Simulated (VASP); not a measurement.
The system is La.

```
La
1.0
     0.00000    2.64800    2.64800
     2.64800    0.00000    2.64800
     2.64800    2.64800    0.00000
La
1
Cartesian
  0.0000 0.0000 0.0000
```

This isn't the form of La at room conditions, which is double hcp.

Base run:

* Program: VASP 6.6.1
* Functional: r2SCAN
* Potentials or basis: VASP PAW PBE potentials, release 64 (La)
* Cutoff: 520 eV
* k mesh: 12 × 12 × 12
* Occupations: fermi-dirac, width 0.05 eV
* Spin: no spin polarisation

Its results: band gap on the k mesh zero (an odd number of electrons rules out a gap without spin polarisation); pressure -0.2 GPa.

Question: After a change of settings the same cell gave: band gap on the k mesh zero (an odd number of electrons rules out a gap without spin polarisation); pressure -2.3 GPa. Which change was it?
A. functional from r2SCAN to LDA; potentials or basis from VASP PAW PBE potentials, release 64 (La) to VASP PAW LDA potentials, release 64 (La)
B. functional from r2SCAN to PBE; further incar settings from ALGO = Normal; EDIFF = 1e-08; NBANDS = 12 to ALGO = Normal; EDIFF = 1e-07; NBANDS = 12
C. functional from r2SCAN to PBEsol

Answer: C.

Caveats: the PAW data sets were made with another functional, which shifts forces and pressure a little; spin-orbit coupling is left out, which moves the levels of the heavy elements.
